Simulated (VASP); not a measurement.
Input of a VASP 6.6.1 run:

The input INCAR:

```
PREC = Accurate ; ENCUT = 520
EDIFF = 1E-7 ; ISMEAR = -1
SIGMA = 0.02 ; LREAL = False
LASPH = True ; NELM = 80
ALGO = Normal ; ISIF = 2
LWAVE = False ; LCHARG = True
LELF = True ; LVHAR = True
NBANDS = 58
```

Contents of KPOINTS:

```
regular mesh
0
Gamma
  3 5 3
```

The input POSCAR:

```
GePd
1.0
    5.7820000000      0.0000000000      0.0000000000
    0.0000000000      3.4810000000      0.0000000000
    0.0000000000      0.0000000000      6.2590000000
Ge Pd
4 4
Direct
    0.8100000000      0.7500000000      0.5750000000
    0.1900000000      0.2500000000      0.4250000000
    0.6900000000      0.2500000000      0.0750000000
    0.3100000000      0.7500000000      0.9250000000
    0.9950000000      0.7500000000      0.1660000000
    0.0050000000      0.2500000000      0.8340000000
    0.5050000000      0.2500000000      0.6660000000
    0.4950000000      0.7500000000      0.3340000000
```

Potentials or basis: VASP PAW LDA potentials, release 64 (Ge_d, Pd).

The run is started by

```bash
$ cat potpaw_LDA.64/Ge_d/POTCAR potpaw_LDA.64/Pd/POTCAR > POTCAR
$ mpirun -np 1 vasp_std > vasp.out
```

(1) Predict the largest force.

(2) Predict the band gap on the k mesh.

## Answers

(1) 2.213 eV/Å.

(2) zero (bands 48 and 49 overlap by 1.64 eV).

Caveat: the k points lie up to 0.36 Å⁻¹ apart, too coarse for converged energies and pressures of a metal; forces of over 1 eV/Å act on the atoms, so gaps and moduli don't describe the material at rest.
